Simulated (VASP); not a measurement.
Here is a VASP 6.6.1 calculation.

The input INCAR:

```
ALGO = Normal
EDIFF = 1E-6
ENCUT = 520
GGA = PE
ISIF = 2
ISMEAR = -1
LASPH = True
LCHARG = False
LREAL = False
LWAVE = False
NBANDS = 13
NELM = 100
PREC = Accurate
SIGMA = 0.06122561905347299
```

The input KPOINTS:

```
k-points
0
Gamma
  14 14 14
```

POSCAR

```
SO
1.0
    0.0000000000      2.3563252757      2.3563252757
    2.3563252757      0.0000000000      2.3563252757
    2.3563252757      2.3563252757      0.0000000000
S O
1 1
Direct
    0.0000000000      0.0000000000      0.0000000000
    0.5000000000      0.5000000000      0.5000000000
```

Potentials or basis: VASP PAW PBE potentials, release 64 (S, O).

Command:

```bash
$ cat potpaw_PBE.64/S/POTCAR potpaw_PBE.64/O/POTCAR > POTCAR
$ mpirun -np 1 vasp_std > vasp.out
```

Task: What does it give for the pressure?

Result: -6.8 GPa.

Task: Predict the band gap on the k mesh.

Result: Zero (band 6 reaches 7.16 eV, above the bottom of band 7 at 4.35 eV).
